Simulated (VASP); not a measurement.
# Ga2O3 (R-3c) in VASP: single point with r2SCAN

Aim: the single point of Ga2O3 with r2SCAN.

Program: VASP 6.6.1. These are calculated values, not measurements. Logs are shortened: lines on timing, memory, paths and dates and some standing lists are left out, and cuts for length are marked.

### Step 1. The cell of the first run

It takes space group R-3c (No. 167, trigonal). The conventional cell has a = 4.999 Å, b = 4.999 Å, c = 13.501 Å, α = 90.00°, β = 90.00°, γ = 120.00°. Ga (site symmetry 3) has 6 O at 1.93 to 2.08 Å within 2.6 Å. O (site symmetry 2) has 4 Ga at 1.93 to 2.08 Å and 8 O at 2.62 to 2.85 Å within 2.9 Å.

### Step 2. Single point, r2SCAN

The input, POSCAR:

```
Ga2O3
1.0
    2.4997250000      1.4432169000      4.5003166700
   -2.4997250000      1.4432169000      4.5003166700
    0.0000000000     -2.8864338000      4.5003166700
Ga O
4 6
Direct
    0.8559600000      0.8559600000      0.8559600000
    0.6440400000      0.6440400000      0.6440400000
    0.1440400000      0.1440400000      0.1440400000
    0.3559600000      0.3559600000      0.3559600000
    0.0526000000      0.4474000000      0.7500000000
    0.7500000000      0.0526000000      0.4474000000
    0.4474000000      0.7500000000      0.0526000000
    0.9474000000      0.5526000000      0.2500000000
    0.2500000000      0.9474000000      0.5526000000
    0.5526000000      0.2500000000      0.9474000000
```

The input, INCAR.step1:

```
SYSTEM = Ga2O3
ALGO     = Normal         ! electronic algorithm
EDIFF    = 1E-4           ! SCF threshold, eV
ENCUT    = 520            ! plane-wave cutoff, eV
GGA      = PE             ! functional
ISMEAR   = 0              ! smearing method
LASPH    = .True.         ! aspherical terms in the spheres
LCHARG   = .False.        ! write CHGCAR
LREAL    = .False.        ! projectors in reciprocal space
LWAVE    = .True.         ! write WAVECAR
NBANDS   = 55             ! bands
NELM     = 100            ! most SCF steps
PREC     = Accurate       ! precision mode
SIGMA    = 0.1            ! smearing width, eV
```

The input, INCAR.step2:

```
SYSTEM = Ga2O3
ALGO     = Normal         ! electronic algorithm
EDIFF    = 1E-7           ! SCF threshold, eV
ENCUT    = 520            ! plane-wave cutoff, eV
ISIF     = 2              ! what is computed and relaxed
ISMEAR   = 0              ! smearing method
ISTART   = 1            
LASPH    = .True.         ! aspherical terms in the spheres
LCHARG   = .False.        ! write CHGCAR
LMIXTAU  = .True.       
LREAL    = .False.        ! projectors in reciprocal space
LWAVE    = .False.        ! write WAVECAR
METAGGA  = R2SCAN         ! meta-GGA
NBANDS   = 55             ! bands
NELM     = 100            ! most SCF steps
PREC     = Accurate       ! precision mode
SIGMA    = 0.1            ! smearing width, eV
```

The input, KPOINTS:

```
k-points
0
Gamma
  6 6 6
  0 0 0
```

Potentials or basis: VASP PAW PBE potentials, release 64 (Ga_d, O).

The run is started by

```sh
$ cat potpaw_PBE.64/Ga_d/POTCAR potpaw_PBE.64/O/POTCAR > POTCAR
$ cp INCAR.step1 INCAR
$ mpirun -np 1 vasp_std > vasp.out
$ cp INCAR.step2 INCAR
$ mpirun -np 1 vasp_std > vasp.out
```

OUTCAR:

```text
SYSTEM = Ga2O3
   EDIFF = 1E-7
   ENCUT = 520
   ISIF = 2
   ISMEAR = 0
   ISTART = 1
   LASPH = .True.
   LREAL = .False.
   METAGGA = R2SCAN
   NELM = 100
   PREC = Accurate

 ion  position               nearest neighbor table
   1  0.856  0.856  0.856-   9 1.93   8 1.93  10 1.93   7 2.08   6 2.08   5 2.08   2 2.86
   2  0.644  0.644  0.644-  10 1.93   8 1.93   9 1.93   6 2.08   7 2.08   5 2.08   1 2.86
   3  0.144  0.144  0.144-   6 1.93   5 1.93   7 1.93  10 2.08   9 2.08   8 2.08   4 2.86
   4  0.356  0.356  0.356-   7 1.93   5 1.93   6 1.93   9 2.08  10 2.08   8 2.08   3 2.86
   5  0.053  0.447  0.750-   3 1.93   4 1.93   1 2.08   2 2.08
   6  0.750  0.053  0.447-   3 1.93   4 1.93   2 2.08   1 2.08
   7  0.447  0.750  0.053-   4 1.93   3 1.93   1 2.08   2 2.08
   8  0.947  0.553  0.250-   1 1.93   2 1.93   3 2.08   4 2.08
   9  0.250  0.947  0.553-   1 1.93   2 1.93   4 2.08   3 2.08
  10  0.553  0.250  0.947-   2 1.93   1 1.93   3 2.08   4 2.08

  LATTYP: Found a trigonal (rhomboedric) cell.
 ALAT       =     5.3464334118
 COS(alpha) =     0.5627939752

  Lattice vectors:

 A1 = (   2.4997250000,   1.4432169000,   4.5003166700)
 A2 = (  -2.4997250000,   1.4432169000,   4.5003166700)
 A3 = (   0.0000000000,  -2.8864338000,   4.5003166700)

Analysis of symmetry for initial positions (statically):
=====================================================================
 Subroutine PRICEL returns:
 Original cell was already a primitive cell.

 Routine SETGRP: Setting up the symmetry group for a
 trigonal (rhombohedral) supercell.

 Subroutine GETGRP returns: Found 12 space group operations
 (whereof  6 operations were pure point group operations)
 out of a pool of 12 trial point group operations.

The static configuration has the point symmetry S_6 .
 The point group associated with its full space group is D_3d.

Analysis of symmetry for dynamics (positions and initial velocities):
=====================================================================
 Subroutine PRICEL returns:
 Original cell was already a primitive cell.

 Routine SETGRP: Setting up the symmetry group for a
 trigonal (rhombohedral) supercell.

 Subroutine GETGRP returns: Found 12 space group operations
 (whereof  6 operations were pure point group operations)
 out of a pool of 12 trial point group operations.

The dynamic configuration has the point symmetry S_6 .
 The point group associated with its full space group is D_3d.

 Subroutine INISYM returns: Found 12 space group operations
 (whereof  6 operations are pure point group operations),
 and found     1 'primitive' translations

----------------------------------------------------------------------------------------

                                     Primitive cell

  volume of cell :      97.4133

  direct lattice vectors                    reciprocal lattice vectors
     2.499725000  1.443216900  4.500316670     0.200022002  0.115482757  0.074068862
    -2.499725000  1.443216900  4.500316670    -0.200022002  0.115482757  0.074068862
     0.000000000 -2.886433800  4.500316670     0.000000000 -0.230965514  0.074068862

  length of vectors
     5.346433412  5.346433412  5.346433410     0.242551572  0.242551572  0.242551572

  position of ions in fractional coordinates (direct lattice)
     0.855960000  0.855960000  0.855960000
     0.644040000  0.644040000  0.644040000
     0.144040000  0.144040000  0.144040000
     0.355960000  0.355960000  0.355960000
     0.052600000  0.447400000  0.750000000
     0.750000000  0.052600000  0.447400000
     0.447400000  0.750000000  0.052600000
     0.947400000  0.552600000  0.250000000
     0.250000000  0.947400000  0.552600000
     0.552600000  0.250000000  0.947400000

  ion indices of the primitive-cell ions
   primitive index   ion index
                 1           1
                 2           2
                 3           3
                 4           4
                 5           5
                 6           6
                 7           7
                 8           8
                 9           9
                10          10

----------------------------------------------------------------------------------------

 KPOINTS: k-points

Automatic generation of k-mesh.
 Grid dimensions read from file:
 generate k-points for:    6    6    6

 Generating k-lattice:

  Cartesian coordinates                     Fractional coordinates (reciprocal lattice)
     0.033337000  0.019247126  0.012344810     0.166666667 -0.000000000  0.000000000
    -0.033337000  0.019247126  0.012344810    -0.000000000  0.166666667  0.000000000
     0.000000000 -0.038494252  0.012344810     0.000000000  0.000000000  0.166666667

  Length of vectors
     0.040425262  0.040425262  0.040425262

  Shift w.r.t. Gamma in fractional coordinates (k-lattice)
     0.000000000  0.000000000  0.000000000

 Subroutine IBZKPT returns following result:
 ===========================================

 Found     32 irreducible k-points:

 Following reciprocal coordinates:
            Coordinates               Weight
  0.000000  0.000000  0.000000      1.000000
  0.166667  0.000000 -0.000000      6.000000
  0.333333  0.000000  0.000000      6.000000
  0.500000  0.000000  0.000000      3.000000
  0.166667  0.166667 -0.000000      6.000000
  0.333333  0.166667  0.000000     12.000000
[... 16 lines left out ...]
  0.500000  0.500000  0.166667      6.000000
 -0.333333  0.500000  0.166667     12.000000
 [... further k-points ...]
   k-points           NKPTS =     32   k-points in BZ     NKDIM =     32   number of bands    NBANDS=     55
   number of dos      NEDOS =    301   number of ions     NIONS =     10
   total plane-waves  NPLWV =  64000
   dimension x,y,z NGX =    40 NGY =   40 NGZ =   40
   dimension x,y,z NGXF=    80 NGYF=   80 NGZF=   80
   ions per type =               4   6
   NGX,Y,Z   is equivalent  to a cutoff of  12.44, 12.44, 12.44 a.u.
   NGXF,Y,Z  is equivalent  to a cutoff of  24.88, 24.88, 24.88 a.u.
 SYSTEM =  Ga2O3
   PREC   = accura    normal or accurate (medium, high low for compatibility)
   ISTART =      1    job   : 0-new  1-cont  2-samecut
   ICHARG =      0    charge: 1-file 2-atom 10-const
   ISPIN  =      1    spin polarized calculation?
   LNONCOLLINEAR =      F non collinear calculations
   LSORBIT =      F    spin-orbit coupling
   LASPH  =      T    aspherical Exc in radial PAW
   ENCUT  =  520.0 eV  38.22 Ry    6.18 a.u.   9.94  9.94  9.94*2*pi/ulx,y,z
   NELM   =    100;   NELMIN=  2; NELMDL=  0     # of ELM steps
   EDIFF  = 0.1E-06   stopping-criterion for ELM
   LREAL  =      F    real-space projection
   EDIFFG = 0.1E-05   stopping-criterion for IOM
   NSW    =      0    number of steps for IOM
   IBRION =     -1    ionic relax: 0-MD 1-quasi-New 2-CG
   NFREE  =      0    steps in history (QN), initial steepest desc. (CG)
   ISIF   =      2    stress and relaxation
   ISYM   =      2    0-nonsym 1-usesym 2-fastsym
   POTIM  = 0.5000    time-step for ionic-motion
   TEBEG  =    0.0;   TEEND  =   0.0 temperature during run
   PSTRESS=    0.0 pullay stress
   NELECT =      88.0000    total number of electrons
   NUPDOWN=      -1.0000    fix difference up-down
   EMIN   =  10.00;   EMAX   =-10.00  energy-range for DOS
   EFERMI =   0.00;   METHOD = LEGACY
   ISMEAR =     0;   SIGMA  =   0.10  broadening in eV -4-tet -1-fermi 0-gaus
   EFERMI_NEDOS =   21; number of points for ismear=-14 and -15
   IALGO  =     38    algorithm
   IMIX   =      4    mixing-type and parameters
     AMIX     =   0.40;   BMIX     =  1.00
     AMIX_MAG =   1.60;   BMIX_MAG =  1.00
  volume/ion in A,a.u.               =       9.74        65.74
  Fermi-wavevector in a.u.,A,eV,Ry     =   1.582570  2.990624 34.076181  2.504529
  Thomas-Fermi vector in A             =   2.682473
   LORBIT       =      0    0 simple, 1 ext, 2 COOP (PROOUT), +10 PAW based schemes
   METAGGA = R2SCAN    functional components
   LHFCALC =     F    Hartree Fock is set to
   AEXX    =    0.0000 exact exchange contribution
   IVDW    =     0    specifies the selected vdW correction
   LEPSILON=     F    determine dielectric tensor
   LRPA    =     F    only Hartree local field effects (RPA)
 non-spin polarized calculation
 Gauss-broadening in eV      SIGMA  =   0.10
  energy-cutoff  :      520.00
  volume of cell :       97.41
 maximum number of plane-waves:      2642
   NGX = 19   NGY = 19   NGZ = 19

 number of electron      87.9999969 magnetization

 Free energy of the ion-electron system (eV)
  ---------------------------------------------------
  ext. energy  EPLUGINS =         0.00000000
  ---------------------------------------------------
  free energy    TOTEN  =      -102.33116280 eV

  energy without entropy =     -102.33116280  energy(sigma->0) =     -102.33116280

 E-fermi :   4.5425     XC(G=0): -13.0956

 val. band max:        4.0224423445   @ k =  -0.1667   0.1667   0.0000
 cond. band min:       7.4439046892   @ k =   0.0000   0.0000   0.0000
 fundamental gap:      3.4214623447
 Fermi energy:         4.5424692329

 k-point     1 :       0.0000    0.0000    0.0000
  band No.  band energies     occupation
      1     -15.8230      2.00000
      2     -13.8892      2.00000
      3     -13.8649      2.00000
      4     -13.8649      2.00000
      5     -13.8431      2.00000
      6     -13.8431      2.00000
[... 47 lines left out ...]
     54      16.0274      0.00000
     55      17.2421      0.00000

 k-point     2 :       0.1667    0.0000   -0.0000
  band No.  band energies     occupation
      1     -15.7010      2.00000
      2     -14.0253      2.00000
      3     -13.8842      2.00000
      4     -13.8826      2.00000
      5     -13.8419      2.00000
      6     -13.8412      2.00000
[... 47 lines left out ...]
     54      16.6474      0.00000
     55      17.0516      0.00000

 k-point     3 :       0.3333    0.0000    0.0000
  band No.  band energies     occupation
      1     -15.3600      2.00000
      2     -14.3858      2.00000
      3     -13.9187      2.00000
      4     -13.9182      2.00000
      5     -13.8475      2.00000
      6     -13.8444      2.00000
[... 1152 lines left out ...]
 k-point    23 :       0.5000    0.5000    0.1667
  band No.  band energies     occupation
      1     -15.0099      2.00000
      2     -14.4561      2.00000
      3     -14.1596      2.00000
      4     -13.9665      2.00000
      5     -13.9394      2.00000
      6     -13.8306      2.00000
[... 47 lines left out ...]
     54      17.1045      0.00000
     55      17.2588      0.00000

 k-point    24 :      -0.3333    0.5000    0.1667
  band No.  band energies     occupation
      1     -14.8242      2.00000
      2     -14.5234      2.00000
      3     -14.2259      2.00000
      4     -14.0979      2.00000
      5     -13.8776      2.00000
      6     -13.8232      2.00000
[... 47 lines left out ...]
     54      16.9433      0.00000
     55      17.2881      0.00000

 [... further k-points ...]

------------------------ aborting loop because EDIFF is reached ----------------------------------------

  FORCE on cell =-STRESS in cart. coord.  units (eV):
  Direction    XX          YY          ZZ          XY          YZ          ZX
  --------------------------------------------------------------------------------------
  -------------------------------------------------------------------------------------
  Total       -0.0728224     -0.0728224     -0.8235163     -0.0000000      0.0000000      0.0000000
  in kB       -1.1977252     -1.1977252    -13.5445511     -0.0000000      0.0000000      0.0000000
  external PRESSURE =      -5.3133338 kB  Pullay stress =       0.0000000 kB

 VOLUME and BASIS-vectors are now :
 -----------------------------------------------------------------------------
  energy-cutoff  :      520.00
  volume of cell :       97.41
      direct lattice vectors                 reciprocal lattice vectors
     2.499725000  1.443216900  4.500316670     0.200022002  0.115482757  0.074068862
    -2.499725000  1.443216900  4.500316670    -0.200022002  0.115482757  0.074068862
     0.000000000 -2.886433800  4.500316670     0.000000000 -0.230965514  0.074068862

 POSITION                                       TOTAL-FORCE (eV/Angst)
 -----------------------------------------------------------------------------------
      0.00000      0.00000     11.55627        -0.000000      0.000000     -0.117115
      0.00000      0.00000      8.69515        -0.000000      0.000000      0.117115
      0.00000      0.00000      1.94468        -0.000000      0.000000      0.117115
      0.00000      0.00000      4.80580        -0.000000      0.000000     -0.117115
     -0.98689     -1.44322      5.62540         0.034567      0.000000     -0.000000
      1.74331     -0.13306      5.62540        -0.017283      0.029936     -0.000000
     -0.75642      1.57628      5.62540        -0.017283     -0.029936     -0.000000
      0.98689      1.44322      7.87555        -0.034567      0.000000     -0.000000
     -1.74331      0.13306      7.87555         0.017283     -0.029936     -0.000000
      0.75642     -1.57628      7.87555         0.017283      0.029936     -0.000000
 -----------------------------------------------------------------------------------
    total drift:                                0.000000      0.000000     -0.000000

  FREE ENERGIE OF THE ION-ELECTRON SYSTEM (eV)
  ---------------------------------------------------
  free  energy   TOTEN  =      -102.3311627979 eV

  energy  without entropy=     -102.3311627979  energy(sigma->0) =     -102.33116280
```

Run time: 28 min. Hardware: 1 thread of Intel Xeon 8259CL, shared host; peak memory 0.33 GiB.

What came out:

```yaml
Free_energy: -102.3312 eV
Pressure: -0.5 GPa
Largest_force: 0.117 eV/Å
Band_gap_on_the_k_mesh: 3.42 eV (least direct gap 3.67 eV)
```

Forces on the atoms (eV/Å):
```
Ga   0.000  0.000 -0.117
Ga   0.000  0.000  0.117
Ga   0.000  0.000  0.117
Ga   0.000  0.000 -0.117
O    0.035  0.000  0.000
O   -0.017  0.030  0.000
O   -0.017 -0.030  0.000
O   -0.035  0.000  0.000
O    0.017 -0.030  0.000
O    0.017  0.030  0.000
```

Caveat: the PAW data sets were made with another functional, which shifts forces and pressure a little. A k mesh can miss the band edges.
